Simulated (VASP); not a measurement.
# AlNi (P4/mmm) in VASP: further runs, part 2 of 2

VASP 6.6.1. The steps go on from the part before.

## 3. Single point, PBEsol

This run uses another cell than the first one, of 11.13 Å³/atom.

File INCAR:

```
ALGO = Normal ; EDIFF = 1E-6
ENCUT = 520 ; GGA = PS
ISIF = 2 ; ISMEAR = 0
LASPH = True ; LCHARG = True
LELF = True ; LREAL = False
LVHAR = True ; LWAVE = False
NBANDS = 14 ; NELM = 80
PREC = Accurate ; SIGMA = 0.1
```

File KPOINTS:

```
k-points
0
Gamma
  16 16 14
```

File POSCAR:

```
AlNi
1.0
    1.9872561339     -1.9872561339      0.0000000000
    1.9872561339      1.9872561339      0.0000000000
    0.0000000000      0.0000000000      2.8193172469
Al Ni
1 1
Direct
    0.0000000000      0.0000000000      0.0000000000
    0.5000000000      0.5000000000      0.5000000000
```

Potentials or basis: VASP PAW PBE potentials, release 64 (Al, Ni).

The run is started by

```sh
cat potpaw_PBE.64/Al/POTCAR potpaw_PBE.64/Ni/POTCAR > POTCAR
mpirun -np 1 vasp_std > vasp.out
```

OUTCAR:

```text
EDIFF = 1E-6
   ENCUT = 520
   GGA = PS
   ISIF = 2
   ISMEAR = 0
   LASPH = True
   LREAL = False
   NELM = 80
   PREC = Accurate

 ion  position               nearest neighbor table
   1  0.000  0.000  0.000-   2 2.44   2 2.44   2 2.44   2 2.44   2 2.44   2 2.44   2 2.44   2 2.44

   2  0.500  0.500  0.500-   1 2.44   1 2.44   1 2.44   1 2.44   1 2.44   1 2.44   1 2.44   1 2.44

  LATTYP: Found a simple tetragonal cell.
 ALAT       =     2.8104045765
 C/A-ratio  =     1.0031713122

[... 599 lines left out ...]

  FORCE on cell =-STRESS in cart. coord.  units (eV):
  Direction    XX          YY          ZZ          XY          YZ          ZX
  --------------------------------------------------------------------------------------
  -------------------------------------------------------------------------------------
  Total        1.4111904      1.4111904      1.4111809      0.0000000      0.0000000      0.0000000
  in kB      101.5347129    101.5347129    101.5340329      0.0000000      0.0000000      0.0000000
  external PRESSURE =     101.5344862 kB  Pullay stress =       0.0000000 kB

 VOLUME and BASIS-vectors are now :
 -----------------------------------------------------------------------------
  energy-cutoff  :      520.00
  volume of cell :       22.27
      direct lattice vectors                 reciprocal lattice vectors
     1.987256134 -1.987256134  0.000000000     0.251603199 -0.251603199  0.000000000
     1.987256134  1.987256134  0.000000000     0.251603199  0.251603199  0.000000000
     0.000000000  0.000000000  2.819317247     0.000000000  0.000000000  0.354695805

 POSITION                                       TOTAL-FORCE (eV/Angst)
 -----------------------------------------------------------------------------------
      0.00000      0.00000      0.00000        -0.000000     -0.000000      0.000000
      1.98726      0.00000      1.40966         0.000000      0.000000      0.000000
 -----------------------------------------------------------------------------------
    total drift:                                0.000000     -0.000000     -0.000000

  FREE ENERGIE OF THE ION-ELECTRON SYSTEM (eV)
  ---------------------------------------------------
  free  energy   TOTEN  =       -11.5525919466 eV

  energy  without entropy=      -11.5491249925  energy(sigma->0) =      -11.55085847
```

Wall time 2.3 min (1 thread of Intel Xeon 8259CL, shared host); peak memory 0.23 GiB.

Results:

| Quantity | Value |
| --- | --- |
| Free energy | -11.5526 eV |
| Pressure | 10.2 GPa |
| Band gap on the k mesh | zero (an odd number of electrons rules out a gap without spin polarisation) |

Levels at points of the mesh, in eV from the Fermi level:
| k point | band 5 | band 6 | band 7 | band 8 | band 9 | band 10 |
| --- | --- | --- | --- | --- | --- | --- |
| (0.00, 0.00, 0.00) | -1.68 | -1.67 | 5.74 | 5.86 | 5.86 | 8.38 |
| (0.50, 0.00, 0.00) | -2.45 | -1.58 | -0.66 | 8.39 | 10.29 | 10.40 |
| (0.50, 0.50, 0.00) | -2.29 | -2.29 | -1.09 | 1.63 | 2.88 | 13.06 |
| (0.00, 0.00, 0.50) | -2.45 | -1.58 | -0.69 | 8.39 | 10.39 | 10.39 |
| (0.50, 0.00, 0.50) | -2.28 | -2.27 | -1.10 | 1.60 | 2.85 | 13.14 |
| (0.50, 0.50, 0.50) | -1.06 | 1.93 | 1.93 | 1.93 | 4.39 | 4.80 |

Caveat: the cell stands under pressure; the PAW data sets were made with another functional, which shifts forces and pressure a little. Spin polarisation is off, so any magnetic state and its effect on volume and gap are missing.

## 4. Single point, PBEsol

This run uses another cell than the first one, of 9.96 Å³/atom.

File INCAR:

```
PREC = Accurate ; ENCUT = 520
EDIFF = 1E-6 ; ISMEAR = 0
SIGMA = 0.1 ; LREAL = False
LASPH = True ; NELM = 80
ALGO = Fast ; ISIF = 2
LWAVE = False ; LCHARG = True
GGA = PS ; LELF = True
LVHAR = True ; NBANDS = 14
```

File KPOINTS:

```
regular mesh
0
Gamma
  16 16 16
```

File POSCAR:

```
AlNi
1.0
    1.9167256619     -1.9167256619      0.0000000000
    1.9167256619      1.9167256619      0.0000000000
    0.0000000000      0.0000000000      2.7119825001
Al Ni
1 1
Direct
    0.0000000000      0.0000000000      0.0000000000
    0.5000000000      0.5000000000      0.5000000000
```

The run is started by

```sh
cat potpaw_PBE.64/Al/POTCAR potpaw_PBE.64/Ni/POTCAR > POTCAR
mpirun -np 1 vasp_std > vasp.out
```

Wall time 2.6 min (1 thread of Intel Xeon 8259CL, shared host); peak memory 0.22 GiB.

The run converged. Its results:

| Property | Result |
| --- | --- |
| Free energy | -11.2053 eV |
| Pressure | 40.1 GPa |
| Band gap on the k mesh | zero (an odd number of electrons rules out a gap without spin polarisation) |

Stress tensor (GPa, compression positive):
```
40.12  0.00  0.00
 0.00 40.12  0.00
 0.00  0.00 40.04
```

Levels at points of the mesh, in eV from the Fermi level:
| k point | band 4 | band 5 | band 6 | band 7 | band 8 | band 9 | band 10 | band 11 |
| --- | --- | --- | --- | --- | --- | --- | --- | --- |
| (0.00, 0.00, 0.00) | -1.95 | -1.95 | -1.95 | 6.33 | 6.35 | 6.35 | 8.77 | 8.77 |
| (0.50, 0.00, 0.00) | -2.85 | -2.84 | -1.83 | -0.74 | 8.47 | 10.92 | 10.94 | 12.84 |
| (0.50, 0.50, 0.00) | -3.38 | -2.67 | -2.67 | -1.26 | 1.84 | 3.46 | 14.45 | 16.65 |
| (0.00, 0.00, 0.50) | -2.84 | -2.84 | -1.83 | -0.74 | 8.47 | 10.93 | 10.93 | 12.85 |
| (0.50, 0.00, 0.50) | -3.39 | -2.67 | -2.67 | -1.26 | 1.83 | 3.45 | 14.46 | 16.66 |
| (0.50, 0.50, 0.50) | -1.23 | -1.22 | 1.82 | 1.82 | 1.82 | 5.35 | 5.35 | 5.35 |

Caveat: the cell stands under pressure; the PAW data sets were made with another functional, which shifts forces and pressure a little. Spin polarisation is off, so any magnetic state and its effect on volume and gap are missing.

## 5. Single point, PBEsol

This run uses another cell than the first one, of 11.41 Å³/atom.

File INCAR:

```
SYSTEM = AlNi
ALGO     = Normal         ! electronic algorithm
EDIFF    = 1E-6           ! SCF threshold, eV
ENCUT    = 520            ! plane-wave cutoff, eV
GGA      = PS             ! functional
ISIF     = 2              ! what is computed and relaxed
ISMEAR   = 0              ! smearing method
LASPH    = .TRUE.         ! aspherical terms in the spheres
LCHARG   = .FALSE.        ! write CHGCAR
LREAL    = .FALSE.        ! projectors in reciprocal space
LWAVE    = .FALSE.        ! write WAVECAR
NBANDS   = 14             ! bands
NELM     = 80             ! most SCF steps
PREC     = Accurate       ! precision mode
SIGMA    = 0.1            ! smearing width, eV
```

File KPOINTS:

```
k-points
0
G
  16 16 14
  0 0 0
```

File POSCAR:

```
AlNi
1.0
    2.0031273352     -2.0031273352      0.0000000000
    2.0031273352      2.0031273352      0.0000000000
    0.0000000000      0.0000000000      2.8428895027
Al Ni
1 1
Direct
    0.0000000000      0.0000000000      0.0000000000
    0.5000000000      0.5000000000      0.5000000000
```

The run is started by

```sh
cat potpaw_PBE.64/Al/POTCAR potpaw_PBE.64/Ni/POTCAR > POTCAR
mpirun -np 1 vasp_std > vasp.out
```

Run time: 2 min. Hardware: 1 thread of Intel Xeon 8259CL, shared host; peak memory 0.24 GiB.

The run converged. Its results:

| Item | Value |
| --- | --- |
| Free energy | -11.5786 eV |
| Pressure | 5.2 GPa |
| Band gap on the k mesh | zero (an odd number of electrons rules out a gap without spin polarisation) |

Levels at points of the mesh, in eV from the Fermi level:
```tsv
k point	band 4	band 5	band 6	band 7	band 8	band 9	band 10	band 11
(0.00, 0.00, 0.00)	-1.63	-1.63	-1.62	5.62	5.75	5.75	8.30	8.33
(0.50, 0.00, 0.00)	-2.39	-2.37	-1.53	-0.65	8.36	10.16	10.28	11.33
(0.50, 0.50, 0.00)	-2.98	-2.21	-2.21	-1.06	1.58	2.76	12.77	15.47
(0.00, 0.00, 0.50)	-2.37	-2.37	-1.53	-0.68	8.36	10.27	10.27	11.40
(0.50, 0.00, 0.50)	-3.00	-2.20	-2.20	-1.06	1.55	2.73	12.86	15.53
(0.50, 0.50, 0.50)	-1.03	-1.03	1.95	1.95	1.95	4.16	4.68	4.68
```

Caveat: the cell stands under pressure; the PAW data sets were made with another functional, which shifts forces and pressure a little. Spin polarisation is off, so any magnetic state and its effect on volume and gap are missing.

## 6. Overview

```tsv
cell	k mesh	gap on the mesh (eV)	pressure (GPa)
a = 2.771, b = 2.771, c = 2.778 Å, 2 atoms	16 × 16 × 14	none	20.1
a = 2.810, b = 2.810, c = 2.819 Å, 2 atoms	16 × 16 × 14	none	10.2
a = 2.711, b = 2.711, c = 2.712 Å, 2 atoms	16 × 16 × 16	none	40.1
a = 2.833, b = 2.833, c = 2.843 Å, 2 atoms	16 × 16 × 14	none	5.2
```

Alike in all rows: task single point; level PBEsol; potentials or basis VASP PAW PBE potentials, release 64 (Al, Ni); no spin polarisation; cutoff (eV) 520; smearing gaussian 0.1 eV.

Caveats: the cell stands under pressure; the PAW data sets were made with another functional, which shifts forces and pressure a little.

Absolute energies hang on the potentials; compare differences alone.
